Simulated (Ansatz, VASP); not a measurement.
# Two plane-wave programs on AlCu

The input INCAR:

```
ALGO     = Normal         # electronic algorithm
EDIFF    = 1E-6           # SCF threshold, eV
ENCUT    = 600            # plane-wave cutoff, eV
GGA      = PS             # functional
GGA_COMPAT= F            
ISIF     = 2              # what is computed and relaxed
ISMEAR   = 0              # smearing method
LASPH    = T              # aspherical terms in the spheres
LCHARG   = F              # write CHGCAR
LREAL    = F              # projectors in reciprocal space
LWAVE    = F              # write WAVECAR
NBANDS   = 14             # bands
NELM     = 120            # most SCF steps
PREC     = Accurate       # precision mode
SIGMA    = 0.1            # smearing width, eV
```

The input KPOINTS:

```
k-points
0
Gamma
  14 14 14
```

The input POSCAR:

```
AlCu
1.0
    2.8645216269      0.0000000000      0.0000000000
    0.0000000000      2.8645216269      0.0000000000
    0.0000000000      0.0000000000      2.8645216269
Al Cu
1 1
Direct
    0.0000000000      0.0000000000      0.0000000000
    0.5000000000      0.5000000000      0.5000000000
```

Input for Ansatz:

```yaml
crystal:
  lattice:
    - [2.8645216269, 0.0, 0.0]
    - [0.0, 2.8645216269, 0.0]
    - [0.0, 0.0, 2.8645216269]
  atoms:
    - { symbol: Al, position: [0.0, 0.0, 0.0] }
    - { symbol: Cu, position: [0.5, 0.5, 0.5] }
basis:
  ecutwfc: 420
kpoints:
  mp_grid: { grid: [14, 14, 14] }
hamiltonian:
  xc: pbesol
scf:
  occupations: { method: gaussian, width: 0.1 }
output:
  forces: true
  stress: true
  eigenvalues: true
```

Alike in both runs: task single point; functional PBEsol; k mesh 14 × 14 × 14; occupations gaussian, width 0.1 eV; no spin polarisation.

|  | VASP | Ansatz |
| --- | --- | --- |
| version | VASP 6.6.1 | Ansatz 0.2.0 |
| potentials or method | VASP PAW PBE potentials, release 64 (Al, Cu), cutoff 600 eV | scalar-relativistic, plane waves, PAW |
| valence electrons in the cell | 14 | 22 |

Ansatz gave:

| Quantity | Value |
| --- | --- |
| gap on the k mesh at the Fermi level (eV) | none |
| pressure (GPa) | 15.0 |

Problem. Estimate VASP's values.

Solution. gap on the k mesh at the Fermi level (eV): none; pressure (GPa): 15.7.

VASP's potentials were made for PBE, not for PBEsol. A gap of «none» marks a metal or a gap that the smearing closes. The functional is the same, so the differences come from potentials, cutoffs and numerics. VASP's potentials hold 14 valence electrons a cell and Ansatz's 22, so a difference there can come from the potentials and not from the codes.
